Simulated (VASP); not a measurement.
Set up this calculation in VASP 6.6.1, as the native input.

```
Task                   : single point
Functional             : PBE
Potentials or basis    : VASP PAW PBE potentials, release 64 (Sr_sv, Al, Pt, C, N)
Cutoff                 : 520 eV
k mesh                 : 4 × 4 × 4
Occupations            : gaussian, width 0.1 eV
Spin                   : collinear spin
Starting moments       : [0.0, 0.0, 0.0, 1.0, 0.0, 0.0, 0.0, 0.0, 0.0, 0.0, 0.0, 0.0, 0.0, 0.0, 0.0, 0.0] μB
Dipole correction      : no
Further INCAR settings : LREAL = Auto; ALGO = Normal; EDIFF = 1e-06; NBANDS = 62
```

The structure of Sr2AlPtC6N6 lies in POSCAR:

```
Sr2AlPtC6N6
1.0
    0.0000000000      5.3984403454      5.3984403454
    5.3984403454      0.0000000000      5.3984403454
    5.3984403454      5.3984403454      0.0000000000
Sr Al Pt C N
2 1 1 6 6
Direct
    0.2500000000      0.2500000000      0.2500000000
    0.7500000000      0.7500000000      0.7500000000
    0.5000000000      0.5000000000      0.5000000000
    0.0000000000      0.0000000000      0.0000000000
    0.7904124544      0.2095875456      0.2095875456
    0.2095875456      0.7904124544      0.2095875456
    0.2095875456      0.2095875456      0.7904124544
    0.2095875456      0.7904124544      0.7904124544
    0.7904124544      0.2095875456      0.7904124544
    0.7904124544      0.7904124544      0.2095875456
    0.6812614913      0.3187385087      0.3187385087
    0.3187385087      0.6812614913      0.3187385087
    0.3187385087      0.3187385087      0.6812614913
    0.3187385087      0.6812614913      0.6812614913
    0.6812614913      0.3187385087      0.6812614913
    0.6812614913      0.6812614913      0.3187385087
```

The input as run:

INCAR

```
ALGO = Normal ; EDIFF = 1E-6
ENCUT = 520 ; GGA = PE
ISIF = 2 ; ISMEAR = 0
ISPIN = 2 ; LASPH = True
LCHARG = True ; LELF = True
LMAXMIX = 4 ; LORBIT = 11
LREAL = Auto ; LVHAR = True
LWAVE = False ; MAGMOM = 0 0 0 1 0 0 0 0 0 0 0 0 0 0 0 0
NBANDS = 62 ; NELM = 150
PREC = Accurate ; SIGMA = 0.1
```

KPOINTS

```
k-points
0
Gamma
  4 4 4
```

Potentials or basis: VASP PAW PBE potentials, release 64 (Sr_sv, Al, Pt, C, N).

Launch:

```console
$ cat potpaw_PBE.64/Sr_sv/POTCAR potpaw_PBE.64/Al/POTCAR potpaw_PBE.64/Pt/POTCAR potpaw_PBE.64/C/POTCAR potpaw_PBE.64/N/POTCAR > POTCAR
$ mpirun -np 1 vasp_std > vasp.out
```

It gave:

| Quantity | Value |
| --- | --- |
| Pressure | 0.4 GPa |
| Largest force | 0.325 eV/Å |
| Net moment | 0.00 μB per cell |
| Valence electrons inside the program's atomic spheres | Sr 7.82; Al 0.68; Pt 9.16; C 2.52; N 3.94 |

It took 11 min on 1 thread of Intel(R) Xeon(R) Platinum 8488C (Sapphire Rapids), with other jobs on the host, peak memory 0.78 GiB.
